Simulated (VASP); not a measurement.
# Ir in VASP: settings compared

The runs below take Ir through elastic constants, electric field gradients, with LDA, PBE, PBEsol.

All numbers are computed with VASP 6.6.1; they aren't measurements. Logs are shortened: lines on timing, memory, paths and dates and some standing lists are left out, and cuts for length are marked.

## (1) The cell of the first run

Symmetry: Fm-3m, No. 225, cubic system. Conventional cell: a = 3.831 Å, b = 3.831 Å, c = 3.831 Å, α = 90.00°, β = 90.00°, γ = 90.00°. Ir (site symmetry m-3m) has 12 Ir at 2.71 Å within 3.6 Å.

## (2) Elastic constants, LDA

File INCAR:

```
PREC = Accurate ; ENCUT = 600
EDIFF = 1E-8 ; ISMEAR = -1
SIGMA = 0.05 ; LREAL = False
LASPH = True ; NELM = 100
ALGO = Normal ; ISIF = 3
LWAVE = False ; LCHARG = True
GGA = CA ; NBANDS = 10
IBRION = 6 ; NFREE = 2
POTIM = 0.015 ; NSW = 1
```

File KPOINTS:

```
Automatic mesh
0
Gamma
  9 9 9
```

File POSCAR:

```
Ir
1.0
    0.0000000000      1.9156000000      1.9156000000
    1.9156000000      0.0000000000      1.9156000000
    1.9156000000      1.9156000000      0.0000000000
Ir
1
Direct
    0.0000000000      0.0000000000      0.0000000000
```

Potentials or basis: VASP PAW LDA potentials, release 64 (Ir).

Command:

```console
> cat potpaw_LDA.64/Ir/POTCAR > POTCAR
> mpirun -np 1 vasp_std > vasp.out
```

OUTCAR:

```text
PREC = Accurate
   ENCUT = 600
   EDIFF = 1E-8
   ISMEAR = -1
   LREAL = False
   LASPH = True
   NELM = 100
   ISIF = 3
   GGA = CA
   IBRION = 6
   NFREE = 2
   POTIM = 0.015
   NSW = 1

 ion  position               nearest neighbor table
   1  0.000  0.000  0.000-

  LATTYP: Found a face centered cubic cell.
 ALAT       =     3.8312000000

  Lattice vectors:

 A1 = (   0.0000000000,   1.9156000000,   1.9156000000)
 A2 = (   1.9156000000,   0.0000000000,   1.9156000000)
 A3 = (   1.9156000000,   1.9156000000,   0.0000000000)

Analysis of symmetry for initial positions (statically):
[... 5 lines left out ...]
 face centered cubic supercell.

 Subroutine GETGRP returns: Found 48 space group operations
 (whereof 48 operations were pure point group operations)
 out of a pool of 48 trial point group operations.

The static configuration has the point symmetry O_h .

Analysis of symmetry for dynamics (positions and initial velocities):
[... 5 lines left out ...]
 face centered cubic supercell.

 Subroutine GETGRP returns: Found 48 space group operations
 (whereof 48 operations were pure point group operations)
 out of a pool of 48 trial point group operations.

The dynamic configuration has the point symmetry O_h .

 Subroutine INISYM returns: Found 48 space group operations
 (whereof 48 operations are pure point group operations),
 and found     1 'primitive' translations

----------------------------------------------------------------------------------------

                                     Primitive cell

  volume of cell :      14.0587

  direct lattice vectors                    reciprocal lattice vectors
     0.000000000  1.915600000  1.915600000    -0.261014826  0.261014826  0.261014826
     1.915600000  0.000000000  1.915600000     0.261014826 -0.261014826  0.261014826
     1.915600000  1.915600000  0.000000000     0.261014826  0.261014826 -0.261014826

  length of vectors
     2.709067500  2.709067500  2.709067500     0.452090940  0.452090940  0.452090940

  position of ions in fractional coordinates (direct lattice)
     0.000000000  0.000000000  0.000000000

  ion indices of the primitive-cell ions
   primitive index   ion index
                 1           1

----------------------------------------------------------------------------------------

 KPOINTS: Automatic mesh

Automatic generation of k-mesh.
 Grid dimensions read from file:
 generate k-points for:    9    9    9

 Generating k-lattice:

  Cartesian coordinates                     Fractional coordinates (reciprocal lattice)
    -0.029001647  0.029001647  0.029001647     0.111111111  0.000000000  0.000000000
     0.029001647 -0.029001647  0.029001647     0.000000000  0.111111111  0.000000000
     0.029001647  0.029001647 -0.029001647     0.000000000  0.000000000  0.111111111

  Length of vectors
     0.050232327  0.050232327  0.050232327

  Shift w.r.t. Gamma in fractional coordinates (k-lattice)
     0.000000000  0.000000000  0.000000000

 Subroutine IBZKPT returns following result:
 ===========================================

 Found     35 irreducible k-points:

 Following reciprocal coordinates:
            Coordinates               Weight
  0.000000  0.000000  0.000000      1.000000
  0.111111  0.000000  0.000000      8.000000
[... 73 lines left out ...]
 non-spin polarized calculation
  energy-cutoff  :      600.00
  volume of cell :       14.06
 maximum number of plane-waves:       489
 NGX is ok and might be reduce to    24
   NGX = 11   NGY = 11   NGZ = 11

--------------------------------------- Ionic step        1  -------------------------------------------

 number of electron       9.0000000 magnetization

 Free energy of the ion-electron system (eV)
  ---------------------------------------------------
  ext. energy  EPLUGINS =         0.00000000
  ---------------------------------------------------
  free energy    TOTEN  =       -10.34958580 eV

  energy without entropy =      -10.34567196  energy(sigma->0) =      -10.34762888

------------------------ aborting loop because EDIFF is reached ----------------------------------------

  FORCE on cell =-STRESS in cart. coord.  units (eV):
  Direction    XX          YY          ZZ          XY          YZ          ZX
  --------------------------------------------------------------------------------------
  -------------------------------------------------------------------------------------
  Total       -0.3684200     -0.3684200     -0.3684200     -0.0000000     -0.0000000      0.0000000
  in kB      -41.9864602    -41.9864602    -41.9864602     -0.0000000     -0.0000000      0.0000000
  external PRESSURE =     -41.9864602 kB  Pullay stress =       0.0000000 kB
[... 86 lines left out ...]
  FREE ENERGIE OF THE ION-ELECTRON SYSTEM (eV)
  ---------------------------------------------------
  free  energy   TOTEN  =       -10.3482366990 eV

  energy  without entropy=      -10.3444487980  energy(sigma->0) =      -10.34634275

[... ionic steps 4 to 12 ...]

--------------------------------------- Ionic step       13  -------------------------------------------

 number of electron       9.0000000 magnetization

------------------------ aborting loop because EDIFF is reached ----------------------------------------
[... 65 lines left out ...]
--------------------------------------- Ionic step       15  -------------------------------------------

 number of electron       9.0000000 magnetization

 Free energy of the ion-electron system (eV)
  ---------------------------------------------------
  ext. energy  EPLUGINS =         0.00000000
  ---------------------------------------------------
  free energy    TOTEN  =       -10.34958575 eV

  energy without entropy =      -10.34567190  energy(sigma->0) =      -10.34762882

 E-fermi :  10.3282     XC(G=0): -14.1769

 val. band max:       10.1819667507   @ k =   0.3333   0.0000   0.0000
 cond. band min:      10.3790686618   @ k =  -0.4444   0.4444   0.1111
 fundamental gap:      0.1971019111
 Fermi energy:        10.3281974215

 k-point     1 :       0.0000    0.0000    0.0000
  band No.  band energies     occupation
      1      -0.7520      2.00000
      2       6.4667      2.00000
      3       6.4667      2.00000
      4       6.4667      2.00000
      5       9.2057      2.00000
      6       9.2057      2.00000
      7      24.7644      0.00000
      8      30.3238      0.00000
      9      30.3238      0.00000
     10      30.3238      0.00000
[... 287 lines left out ...]
 k-point    24 :       0.4444    0.4444    0.0000
  band No.  band energies     occupation
      1       2.5022      2.00000
      2       3.0695      2.00000
      3      11.2278      0.00000
      4      11.3926      0.00000
      5      11.6006      0.00000
      6      11.6006      0.00000
      7      22.0330      0.00000
      8      22.6358      0.00000
      9      22.6358      0.00000
     10      31.5513      0.00000

 [... further k-points ...]
[... 5 lines left out ...]
  --------------------------------------------------------------------------------------
  -------------------------------------------------------------------------------------
  Total       -0.3683504     -0.3683504     -0.3683504      0.0000000      0.0000000      0.0000000
  in kB      -41.9785317    -41.9785317    -41.9785317      0.0000000      0.0000000      0.0000000
  external PRESSURE =     -41.9785317 kB  Pullay stress =       0.0000000 kB
[... 16 lines left out ...]
  FREE ENERGIE OF THE ION-ELECTRON SYSTEM (eV)
  ---------------------------------------------------
  free  energy   TOTEN  =       -10.3495857488 eV

  energy  without entropy=      -10.3456718959  energy(sigma->0) =      -10.34762882

 INTERNAL STRAIN TENSORS FROM STRAINED CELLS
 ============================================

 INTERNAL STRAIN TENSOR FOR ION    1 for displacements in x,y,z  (eV/Angst):
          X           Y           Z          XY          YZ          ZX
  --------------------------------------------------------------------------------
  x    -0.00000    -0.00000     0.00000    -0.00000    -0.00000     0.00000
  y     0.00000     0.00000    -0.00000    -0.00000    -0.00000     0.00000
  z     0.00000     0.00000     0.00000     0.00000     0.00000     0.00000

 INTERNAL STRAIN TENSORS FROM DISPLACED ATOMS
 ============================================

 INTERNAL STRAIN TENSOR FOR ION    1 for displacements in x,y,z  (eV/Angst):
          X           Y           Z          XY          YZ          ZX
  --------------------------------------------------------------------------------
  x     0.00000     0.00000     0.00000     0.00000     0.00000     0.00000
  y     0.00000     0.00000     0.00000     0.00000     0.00000     0.00000
  z     0.00000     0.00000     0.00000     0.00000     0.00000     0.00000

 Eigenvectors and eigenvalues of the dynamical matrix
 ----------------------------------------------------

   1 f  =    0.000000 THz     0.000000 2PiTHz    0.000000 cm-1     0.000000 meV
             X         Y         Z           dx          dy          dz
      0.000000  0.000000  0.000000     0.475306   -0.879821    0.000000

   2 f  =    0.000000 THz     0.000000 2PiTHz    0.000000 cm-1     0.000000 meV
             X         Y         Z           dx          dy          dz
      0.000000  0.000000  0.000000    -0.879821   -0.475306    0.000000

   3 f  =    0.000000 THz     0.000000 2PiTHz    0.000000 cm-1     0.000000 meV
             X         Y         Z           dx          dy          dz
      0.000000  0.000000  0.000000     0.000000    0.000000    1.000000

--------------------------------------------------------------------------------------------------------

 ELASTIC MODULI CONTR FROM IONIC RELAXATION (kBar)
 Direction    XX          YY          ZZ          XY          YZ          ZX
 --------------------------------------------------------------------------------
 XX           0.0000      0.0000      0.0000      0.0000      0.0000      0.0000
 YY           0.0000      0.0000      0.0000      0.0000      0.0000      0.0000
 ZZ           0.0000      0.0000      0.0000      0.0000      0.0000      0.0000
 XY           0.0000      0.0000      0.0000      0.0000      0.0000      0.0000
 YZ           0.0000      0.0000      0.0000      0.0000      0.0000      0.0000
 ZX           0.0000      0.0000      0.0000      0.0000      0.0000      0.0000
 --------------------------------------------------------------------------------

 TOTAL ELASTIC MODULI (kBar)
 Direction    XX          YY          ZZ          XY          YZ          ZX
 --------------------------------------------------------------------------------
 XX        6785.6028   2438.4598   2438.4598      0.0000      0.0000     -0.0000
 YY        2438.4598   6785.6028   2438.4598     -0.0000      0.0000     -0.0000
 ZZ        2438.4598   2438.4598   6785.6028      0.0000      0.0000      0.0000
 XY           0.0000     -0.0000      0.0000   3095.7226      0.0000      0.0000
 YZ           0.0000      0.0000      0.0000      0.0000   3095.7226     -0.0000
 ZX          -0.0000     -0.0000      0.0000      0.0000     -0.0000   3095.7226
 --------------------------------------------------------------------------------
```

Wall time 1.9 min (1 thread of Intel Xeon Platinum 8488C (Sapphire Rapids), shared host); peak memory 0.2 GiB.

Results:

```
Elastic constants C11, C12, C44 : 679, 244, 310 GPa
Voigt bulk modulus              : 389 GPa
```

Elastic tensor in Voigt notation (GPa, in the Cartesian axes of the cell as first typed):
```
679 244 244   0   0   0
244 679 244   0   0   0
244 244 679   0   0   0
  0   0   0 310   0   0
  0   0   0   0 310   0
  0   0   0   0   0 310
```

Clamped-ion elastic tensor (GPa):
```
679 244 244   0   0   0
244 679 244   0   0   0
244 244 679   0   0   0
  0   0   0 310   0   0
  0   0   0   0 310   0
  0   0   0   0   0 310
```

Caveat: the cell is under stress, which shifts elastic constants; spin-orbit coupling is left out, which moves the levels of the heavy elements.

## (3) Elastic constants, PBE

File INCAR:

```
  PREC = Accurate
  ENCUT = 600
  EDIFF = 1E-8
  ISMEAR = -1
  SIGMA = 0.05
  LREAL = F
  LASPH = T
  NELM = 80
  ALGO = Normal
  ISIF = 3
  LWAVE = F
  LCHARG = F
  GGA = PE
  NBANDS = 10
  IBRION = 6
  NFREE = 2
  POTIM = 0.015
  NSW = 1
```

KPOINTS is that of step 2.

POSCAR is that of step 2.

Potentials or basis: VASP PAW PBE potentials, release 64 (Ir).

Command:

```console
> cat potpaw_PBE.64/Ir/POTCAR > POTCAR
> mpirun -np 1 vasp_std > vasp.out
```

It took 3.1 min on 1 thread of Intel Xeon Platinum 8488C (Sapphire Rapids), shared host; peak memory 0.23 GiB.

Results (log left out):

```yaml
Elastic_constants_C11_C12_C44: 691, 252, 320 GPa
Voigt_bulk_modulus: 399 GPa
```

Elastic tensor in Voigt notation (GPa, in the Cartesian axes of the cell as first typed):
```
691 252 252   0   0   0
252 691 252   0   0   0
252 252 691   0   0   0
  0   0   0 320   0   0
  0   0   0   0 320   0
  0   0   0   0   0 320
```

Clamped-ion elastic tensor (GPa):
```
691 252 252   0   0   0
252 691 252   0   0   0
252 252 691   0   0   0
  0   0   0 320   0   0
  0   0   0   0 320   0
  0   0   0   0   0 320
```

Caveat: the cell is under stress, which shifts elastic constants; spin-orbit coupling is left out, which moves the levels of the heavy elements.

## (4) Electric field gradients, PBE (the cell strained at random)

File INCAR:

```
PREC = Accurate
ENCUT = 520
EDIFF = 1E-8
ISMEAR = 1
SIGMA = 0.1
LREAL = False
LASPH = True
NELM = 60
ALGO = Normal
ISIF = 2
LWAVE = False
LCHARG = False
GGA = PE
LEFG = True
NBANDS = 10
```

File KPOINTS:

```
regular mesh
0
Gamma
  9 9 9
```

File POSCAR:

```
Ir
1.0
   -0.0315220000      1.9668810000      1.9589000000
    1.8424640000      0.0265080000      1.9008700000
    1.8750710000      1.9414580000     -0.0061000000
Ir
1
Direct
    0.0025390000      0.0654790000     -0.0104560000
```

Potentials or basis: VASP PAW PBE potentials, release 64 (Ir).

Command:

```console
> cat potpaw_PBE.64/Ir/POTCAR > POTCAR
> mpirun -np 1 vasp_std > vasp.out
```

OUTCAR:

```text
PREC = Accurate
   ENCUT = 520
   EDIFF = 1E-8
   ISMEAR = 1
   LREAL = False
   LASPH = True
   NELM = 60
   ISIF = 2
   GGA = PE

 ion  position               nearest neighbor table
   1  0.003  0.065  0.990-

  Warning from LATTYP: Got some problem with cell dimensions!
  Tried to take original basis but could not verify dimensions!
  LATTYP: Found a triclinic cell.
 ALAT       =     2.6991086734
 B/A-ratio  =     1.0013335767
 C/A-ratio  =     1.0285362338
 COS(alpha) =     0.0039833551
 COS(beta)  =     0.5001363726
 COS(gamma) =     0.5196186928

  Lattice vectors:

 A1 = (   1.8750710000,   1.9414580000,  -0.0061000000)
 A2 = (   0.0326070000,   1.9149500000,  -1.9069700000)
 A3 = (  -0.0315220000,   1.9668810000,   1.9589000000)
[... 503 lines left out ...]
  Total        1.9045494      0.5929177      0.8513563     -0.0200583     -0.6698838      0.9989927
  in kB      217.0492623     67.5710278     97.0236108     -2.2859102    -76.3423512    113.8487839
  external PRESSURE =     127.2146337 kB  Pullay stress =       0.0000000 kB

 VOLUME and BASIS-vectors are now :
 -----------------------------------------------------------------------------
  energy-cutoff  :      520.00
  volume of cell :       14.06
      direct lattice vectors                 reciprocal lattice vectors
    -0.031522000  1.966881000  1.958900000    -0.262515493  0.254327261  0.250902817
     1.842464000  0.026508000  1.900870000     0.271371168 -0.261253876  0.266685102
     1.875071000  1.941458000 -0.006100000     0.262247872  0.260986259 -0.257829566

 POSITION                                       TOTAL-FORCE (eV/Angst)
 -----------------------------------------------------------------------------------
      1.97603      1.92789      0.12340         0.000000      0.000000      0.000000
 -----------------------------------------------------------------------------------
    total drift:                                0.000000     -0.000000      0.000001

  FREE ENERGIE OF THE ION-ELECTRON SYSTEM (eV)
  ---------------------------------------------------
  free  energy   TOTEN  =        -8.8152168175 eV

  energy  without entropy=       -8.8148502585  energy(sigma->0) =       -8.81509463

 Electric field gradients (V/A^2)
---------------------------------------------------------------------
 ion       V_xx      V_yy      V_zz      V_xy      V_xz      V_yz
---------------------------------------------------------------------
   1     -30.564    18.995    11.569     0.867   -50.572    35.921
---------------------------------------------------------------------

 Electric field gradients after diagonalization (V/A^2)
 (convention: |V_zz| > |V_xx| > |V_yy|)
----------------------------------------------------------------------
 ion       V_xx      V_yy      V_zz     asymmetry (V_yy - V_xx)/ V_zz
----------------------------------------------------------------------
   1      65.360     4.184   -69.545       0.880
----------------------------------------------------------------------

           NMR quadrupolar parameters

 Cq : quadrupolar parameter    Cq=e*Q*V_zz/h
 eta: asymmetry parameters     (V_yy - V_xx)/ V_zz
 Q  : nuclear electric quadrupole moment in mb (millibarn)
----------------------------------------------------------------------
 ion       Cq(MHz)       eta       Q (mb)
----------------------------------------------------------------------
   1      -0.168       0.880       1.000
----------------------------------------------------------------------
```

stdout:

```text
POSCAR found type information on POSCAR Ir
 POSCAR found :  1 types and       1 ions
 scaLAPACK will be used
 LDA part: xc-table for (Slater+PW92), standard interpolation
 POSCAR, INCAR and KPOINTS ok, starting setup
 FFT: planning ... GRIDC
 FFT: planning ... GRID_SOFT
 FFT: planning ... GRID
 WAVECAR not read
 entering main loop
ion   1
     0.0000671    -0.0338596    -0.0287237    -0.3545141     0.1619583     0.7297365
     0.0000924    -0.0338596    -0.0287237    -0.3545141     0.1619583     0.7297365
     0.0001272    -0.0338596    -0.0287237    -0.3545141     0.1619583     0.7297365
     0.0001752    -0.0338596    -0.0287237    -0.3545140     0.1619584     0.7297365

     0.0000671    -0.7954774   -33.0346286    -9.2348490    46.5491797    22.8609371
     0.0000924    -0.7956224   -33.0167818    -9.2355310    46.5257556    22.8604247
     0.0001272    -0.7958555   -32.9899545    -9.2367070    46.4905697    22.8600088
     0.0001752    -0.7962278   -32.9498130    -9.2387009    46.4379605    22.8599373
```

Wall time 54 s (1 thread of Intel Xeon 8259CL, shared host); peak memory 0.18 GiB.

What came out:

| Property | Result |
| --- | --- |
| Free energy | -8.8152 eV |
| Pressure | 12.7 GPa |

Stress tensor (GPa, compression positive):
```
21.70 -0.23 11.38
-0.23  6.76 -7.63
11.38 -7.63  9.70
```

Electric field gradients, principal values (V/Å²):
| atom | least | middle | greatest (by size) |
| --- | --- | --- | --- |
| 1 Ir | 4.184 | 65.360 | -69.545 |

Caveat: the cell differs from its parent crystal (the cell strained at random); without QUAD_EFG the Cq values of the log hold for a quadrupole moment of 1 mb, not for the nuclei; spin-orbit coupling is left out, which moves the levels of the heavy elements.

(Part 1 of 2 ends here.)
